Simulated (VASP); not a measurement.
# MgS (F-43m) in VASP: single point with HSE06

Aim: the single point of MgS with HSE06.

Program: VASP 6.6.1. These are calculated values, not measurements. Logs are shortened: lines on timing, memory, paths and dates and some standing lists are left out, and cuts for length are marked.

### Step 1. The cell of the first run

It takes space group F-43m (No. 216, cubic). Conventional cell: a = 5.620 Å, b = 5.620 Å, c = 5.620 Å, α = 90.00°, β = 90.00°, γ = 90.00°. Mg (site symmetry -43m) has 4 S at 2.43 Å within 3.2 Å. S (site symmetry -43m) has 4 Mg at 2.43 Å within 3.2 Å.

### Step 2. Single point, HSE06

File POSCAR:

```
MgS
1.0
    0.0000000000      2.8100000000      2.8100000000
    2.8100000000      0.0000000000      2.8100000000
    2.8100000000      2.8100000000      0.0000000000
Mg S
1 1
Direct
    0.0000000000      0.0000000000      0.0000000000
    0.2500000000      0.2500000000      0.2500000000
```

File INCAR.step1:

```
PREC     = Accurate       # precision mode
ENCUT    = 520            # plane-wave cutoff, eV
EDIFF    = 1E-5           # SCF threshold, eV
ISMEAR   = 0              # smearing method
SIGMA    = 0.01           # smearing width, eV
LREAL    = F              # projectors in reciprocal space
LASPH    = T              # aspherical terms in the spheres
NELM     = 120            # most SCF steps
ALGO     = Normal         # electronic algorithm
ISIF     = 2              # what is computed and relaxed
LWAVE    = T              # write WAVECAR
LCHARG   = F              # write CHGCAR
NBANDS   = 11             # bands
GGA      = PE             # functional
GGA_COMPAT= F
```

File INCAR.step2:

```
PREC     = Accurate       # precision mode
ENCUT    = 520            # plane-wave cutoff, eV
EDIFF    = 1E-6           # SCF threshold, eV
ISMEAR   = 0              # smearing method
SIGMA    = 0.01           # smearing width, eV
LREAL    = F              # projectors in reciprocal space
LASPH    = T              # aspherical terms in the spheres
NELM     = 120            # most SCF steps
ALGO     = Normal         # electronic algorithm
ISIF     = 2              # what is computed and relaxed
LWAVE    = F              # write WAVECAR
LCHARG   = F              # write CHGCAR
GGA      = PE             # functional
LHFCALC  = T              # exact exchange
HFSCREEN = 0.2079         # screening, 1/A
PRECFOCK = Normal       
NBANDS   = 11             # bands
ISTART   = 1            
GGA_COMPAT= F
```

File KPOINTS:

```
regular mesh
0
Gamma
  6 6 6
```

Potentials or basis: VASP PAW PBE potentials, release 64 (Mg, S).

Run with:

```bash
$ cat potpaw_PBE.64/Mg/POTCAR potpaw_PBE.64/S/POTCAR > POTCAR
$ cp INCAR.step1 INCAR
$ mpirun -np 1 vasp_std > vasp.out
$ cp INCAR.step2 INCAR
$ mpirun -np 1 vasp_std > vasp.out
```

OUTCAR:

```text
PREC = Accurate
   ENCUT = 520
   EDIFF = 1E-6
   ISMEAR = 0
   LREAL = F
   LASPH = T
   NELM = 120
   ISIF = 2
   GGA = PE
   LHFCALC = T
   HFSCREEN = 0.2079
   PRECFOCK = Normal
   ISTART = 1

 ion  position               nearest neighbor table
   1  0.000  0.000  0.000-   2 2.43   2 2.43   2 2.43   2 2.43
   2  0.250  0.250  0.250-   1 2.43   1 2.43   1 2.43   1 2.43

  LATTYP: Found a face centered cubic cell.
 ALAT       =     5.6200000000

  Lattice vectors:

 A1 = (   0.0000000000,   2.8100000000,   2.8100000000)
 A2 = (   2.8100000000,   0.0000000000,   2.8100000000)
 A3 = (   2.8100000000,   2.8100000000,   0.0000000000)

Analysis of symmetry for initial positions (statically):
=====================================================================
 Subroutine PRICEL returns:
 Original cell was already a primitive cell.

 Routine SETGRP: Setting up the symmetry group for a
 face centered cubic supercell.

 Subroutine GETGRP returns: Found 24 space group operations
 (whereof 24 operations were pure point group operations)
 out of a pool of 48 trial point group operations.

The static configuration has the point symmetry T_d .

Analysis of symmetry for dynamics (positions and initial velocities):
=====================================================================
 Subroutine PRICEL returns:
 Original cell was already a primitive cell.

 Routine SETGRP: Setting up the symmetry group for a
 face centered cubic supercell.

 Subroutine GETGRP returns: Found 24 space group operations
 (whereof 24 operations were pure point group operations)
 out of a pool of 48 trial point group operations.

The dynamic configuration has the point symmetry T_d .

 Subroutine INISYM returns: Found 24 space group operations
 (whereof 24 operations are pure point group operations),
 and found     1 'primitive' translations

----------------------------------------------------------------------------------------

                                     Primitive cell

  volume of cell :      44.3761

  direct lattice vectors                    reciprocal lattice vectors
     0.000000000  2.810000000  2.810000000    -0.177935943  0.177935943  0.177935943
     2.810000000  0.000000000  2.810000000     0.177935943 -0.177935943  0.177935943
     2.810000000  2.810000000  0.000000000     0.177935943  0.177935943 -0.177935943

  length of vectors
     3.973940110  3.973940110  3.973940110     0.308194094  0.308194094  0.308194094

  position of ions in fractional coordinates (direct lattice)
     0.000000000  0.000000000  0.000000000
     0.250000000  0.250000000  0.250000000

  ion indices of the primitive-cell ions
   primitive index   ion index
                 1           1
                 2           2

----------------------------------------------------------------------------------------

 KPOINTS: regular mesh

Automatic generation of k-mesh.
 Grid dimensions read from file:
 generate k-points for:    6    6    6

 Generating k-lattice:

  Cartesian coordinates                     Fractional coordinates (reciprocal lattice)
    -0.029655991  0.029655991  0.029655991     0.166666667  0.000000000  0.000000000
     0.029655991 -0.029655991  0.029655991     0.000000000  0.166666667  0.000000000
     0.029655991  0.029655991 -0.029655991     0.000000000  0.000000000  0.166666667

  Length of vectors
     0.051365682  0.051365682  0.051365682

  Shift w.r.t. Gamma in fractional coordinates (k-lattice)
     0.000000000  0.000000000  0.000000000

 Subroutine IBZKPT returns following result:
 ===========================================

 Found     16 irreducible k-points:

 Following reciprocal coordinates:
            Coordinates               Weight
  0.000000  0.000000  0.000000      1.000000
  0.166667  0.000000  0.000000      8.000000
  0.333333  0.000000  0.000000      8.000000
  0.500000  0.000000  0.000000      4.000000
  0.166667  0.166667  0.000000      6.000000
  0.333333  0.166667  0.000000     24.000000
[... 8 lines left out ...]
 -0.333333  0.333333  0.166667     24.000000
 -0.333333  0.500000  0.166667     12.000000
   k-points           NKPTS =     16   k-points in BZ     NKDIM =    216   number of bands    NBANDS=     11
   number of dos      NEDOS =    301   number of ions     NIONS =      2
   total plane-waves  NPLWV =  27000
   dimension x,y,z NGX =    30 NGY =   30 NGZ =   30
   dimension x,y,z NGXF=    60 NGYF=   60 NGZF=   60
   ions per type =               1   1
   NGX,Y,Z   is equivalent  to a cutoff of  12.55, 12.55, 12.55 a.u.
   NGXF,Y,Z  is equivalent  to a cutoff of  25.10, 25.10, 25.10 a.u.
 SYSTEM =  unknown system
   PREC   = accura    normal or accurate (medium, high low for compatibility)
   ISTART =      1    job   : 0-new  1-cont  2-samecut
   ICHARG =      0    charge: 1-file 2-atom 10-const
   ISPIN  =      1    spin polarized calculation?
   LNONCOLLINEAR =      F non collinear calculations
   LSORBIT =      F    spin-orbit coupling
   LASPH  =      T    aspherical Exc in radial PAW
   ENCUT  =  520.0 eV  38.22 Ry    6.18 a.u.   7.39  7.39  7.39*2*pi/ulx,y,z
   NELM   =    120;   NELMIN=  2; NELMDL=  0     # of ELM steps
   EDIFF  = 0.1E-05   stopping-criterion for ELM
   LREAL  =      F    real-space projection
   EDIFFG = 0.1E-04   stopping-criterion for IOM
   NSW    =      0    number of steps for IOM
   IBRION =     -1    ionic relax: 0-MD 1-quasi-New 2-CG
   NFREE  =      0    steps in history (QN), initial steepest desc. (CG)
   ISIF   =      2    stress and relaxation
   ISYM   =      3    0-nonsym 1-usesym 2-fastsym
   POTIM  = 0.5000    time-step for ionic-motion
   TEBEG  =    0.0;   TEEND  =   0.0 temperature during run
   PSTRESS=    0.0 pullay stress
   NELECT =       8.0000    total number of electrons
   NUPDOWN=      -1.0000    fix difference up-down
   EMIN   =  10.00;   EMAX   =-10.00  energy-range for DOS
   EFERMI =   0.00;   METHOD = LEGACY
   ISMEAR =     0;   SIGMA  =   0.01  broadening in eV -4-tet -1-fermi 0-gaus
   EFERMI_NEDOS =   21; number of points for ismear=-14 and -15
   IALGO  =     38    algorithm
   IMIX   =      1    mixing-type and parameters
     AMIX     =   0.40;   BMIX     =  1.00
     AMIX_MAG =   1.60;   BMIX_MAG =  1.00
  volume/ion in A,a.u.               =      22.19       149.73
  Fermi-wavevector in a.u.,A,eV,Ry     =   0.924816  1.747648 11.636845  0.855284
  Thomas-Fermi vector in A             =   2.050602
   LORBIT       =      0    0 simple, 1 ext, 2 COOP (PROOUT), +10 PAW based schemes
   GGA     = PE    functional components
   LHFCALC =     T    Hartree Fock is set to
   PRECFOCK=normal    Normal, Fast or Accurate (Low or Medium for compatibility)
   ENCUT4O =  -1.0   cutoff for four orbital integrals eV
   NKREDX  =     1    reduce k-point grid by
   NKREDY  =     1    reduce k-point grid by
   NKREDZ  =     1    reduce k-point grid by
   AEXX    =    0.2500 exact exchange contribution
   HFSCREEN=    0.2079 screening length (either q_TF or 0.3 A-1)
   HFSCREENC=   0.2079 screening length for correlation (either q_TF or 0.3 A-1)
   ENCUTFOCK=  -1.0 apply spherical cutoff to Coloumb kernel
   IVDW    =     0    specifies the selected vdW correction
   LEPSILON=     F    determine dielectric tensor
   LRPA    =     F    only Hartree local field effects (RPA)
 non-spin polarized calculation
 Gauss-broadening in eV      SIGMA  =   0.01
  energy-cutoff  :      520.00
  volume of cell :       44.38
 maximum number of plane-waves:      1243
 NGX is ok and might be reduce to    30
  NGX = 24; NGY = 24; NGZ = 24

 number of electron       8.0000001 magnetization

 Free energy of the ion-electron system (eV)
  ---------------------------------------------------
  ext. energy  EPLUGINS =         0.00000000
  ---------------------------------------------------
  free energy    TOTEN  =        -9.84217056 eV

  energy without entropy =       -9.84217056  energy(sigma->0) =       -9.84217056

 E-fermi :   0.5723     XC(G=0):  -7.0875

 val. band max:        0.4677618849   @ k =   0.0000   0.0000   0.0000
 cond. band min:       5.0988088681   @ k =   0.0000   0.0000   0.0000
 fundamental gap:      4.6310469831
 Fermi energy:         0.5723468043

 k-point     1 :       0.0000    0.0000    0.0000
  band No.  band energies     occupation
      1     -12.0355      2.00000
      2       0.4678      2.00000
      3       0.4678      2.00000
      4       0.4678      2.00000
      5       5.0988      0.00000
      6       9.7158      0.00000
      7       9.7158      0.00000
      8       9.7158      0.00000
      9      12.7205      0.00000
     10      12.7205      0.00000
     11      15.7051      0.00000

 k-point     2 :       0.1667    0.0000    0.0000
  band No.  band energies     occupation
      1     -11.8617      2.00000
      2      -0.6725      2.00000
      3       0.3679      2.00000
      4       0.3679      2.00000
      5       6.1299      0.00000
      6       9.4660      0.00000
      7       9.9872      0.00000
      8       9.9872      0.00000
      9      12.0740      0.00000
     10      12.0740      0.00000
     11      14.6293      0.00000

 k-point     3 :       0.3333    0.0000    0.0000
  band No.  band energies     occupation
      1     -11.4714      2.00000
      2      -2.3096      2.00000
      3       0.1852      2.00000
      4       0.1852      2.00000
      5       6.8217      0.00000
      6       9.6529      0.00000
      7       9.6529      0.00000
      8      10.0071      0.00000
      9      13.1318      0.00000
     10      13.1318      0.00000
     11      14.0093      0.00000
[... 155 lines left out ...]
 k-point    15 :      -0.3333    0.3333    0.1667
  band No.  band energies     occupation
      1     -11.0526      2.00000
      2      -2.3448      2.00000
      3      -1.3751      2.00000
      4      -0.5220      2.00000
      5       7.3226      0.00000
      6       8.7933      0.00000
      7      10.2839      0.00000
      8      11.1468      0.00000
      9      13.2409      0.00000
     10      15.1343      0.00000
     11      16.4722      0.00000

 k-point    16 :      -0.3333    0.5000    0.1667
  band No.  band energies     occupation
      1     -10.9853      2.00000
      2      -2.3055      2.00000
      3      -1.2648      2.00000
      4      -0.9219      2.00000
      5       6.4764      0.00000
      6       8.5531      0.00000
      7      11.2710      0.00000
      8      11.3508      0.00000
      9      14.6916      0.00000
     10      15.9795      0.00000
     11      16.0593      0.00000

------------------------ aborting loop because EDIFF is reached ----------------------------------------

  FORCE on cell =-STRESS in cart. coord.  units (eV):
  Direction    XX          YY          ZZ          XY          YZ          ZX
  --------------------------------------------------------------------------------------
  -------------------------------------------------------------------------------------
  Total        0.3465167      0.3465167      0.3465167      0.0000000      0.0000000      0.0000000
  in kB       12.5108223     12.5108223     12.5108223      0.0000000      0.0000000      0.0000000
  external PRESSURE =      12.5108223 kB  Pullay stress =       0.0000000 kB

 VOLUME and BASIS-vectors are now :
 -----------------------------------------------------------------------------
  energy-cutoff  :      520.00
  volume of cell :       44.38
      direct lattice vectors                 reciprocal lattice vectors
     0.000000000  2.810000000  2.810000000    -0.177935943  0.177935943  0.177935943
     2.810000000  0.000000000  2.810000000     0.177935943 -0.177935943  0.177935943
     2.810000000  2.810000000  0.000000000     0.177935943  0.177935943 -0.177935943

 POSITION                                       TOTAL-FORCE (eV/Angst)
 -----------------------------------------------------------------------------------
      0.00000      0.00000      0.00000         0.000000      0.000000      0.000000
      1.40500      1.40500      1.40500        -0.000000     -0.000000     -0.000000
 -----------------------------------------------------------------------------------
    total drift:                                0.000000      0.000000      0.000000

  FREE ENERGIE OF THE ION-ELECTRON SYSTEM (eV)
  ---------------------------------------------------
  free  energy   TOTEN  =        -9.8421705614 eV

  energy  without entropy=       -9.8421705614  energy(sigma->0) =       -9.84217056
```

Run time: 12 min. Hardware: 1 thread of Oxide Virtual Turin-like, shared host; peak memory 0.26 GiB.

What came out:

```
Free energy            : -9.8422 eV
Pressure               : 1.3 GPa
Band gap on the k mesh : 4.63 eV
```

Caveat: the PAW data sets were made with another functional, which shifts forces and pressure a little. A k mesh can miss the band edges.
